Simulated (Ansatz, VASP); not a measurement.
Hf2NO: VASP beside Ansatz

```
CELL_PARAMETERS angstrom
3.23073 0.00000 0.00000
0.00000 3.23073 0.00000
0.00000 0.00000 4.54941
ATOMIC_POSITIONS crystal
Hf 0.00000 0.00000 0.50000
Hf 0.50000 0.50000 0.00000
N 0.00000 0.00000 0.00000
O 0.50000 0.50000 0.50000
```

Change from the starting cell: species swapped into the CaEuS2 type (P4/mmm, No. 123).

Alike in both runs: functional PBE; k mesh 6 × 6 × 4; occupations gaussian, width 0.1 eV; no spin polarisation.

Ansatz relaxed the structure, and its values are those at the end. VASP's run is a single point on that final structure, the one shown.

|  | VASP | Ansatz |
| --- | --- | --- |
| version | VASP 6.6.1 | Ansatz 0.2.0 |
| potentials or method | VASP PAW PBE potentials, release 64 (Hf_pv, N, O), cutoff 520 eV | scalar-relativistic, plane waves, PAW |
| valence electrons in the cell | 31 | 63 |

|  | VASP | Ansatz | Ansatz less VASP |
| --- | --- | --- | --- |
| gap on the k mesh at the Fermi level (eV) | none | none | - |
| pressure (GPa) | -2.8 | 0.0 | +2.75 |

A gap of «none» marks a metal or a gap that the smearing closes. VASP's potentials hold 31 valence electrons a cell and Ansatz's 63, so a difference there can come from the potentials and not from the codes.

Spin-orbit coupling is off throughout.
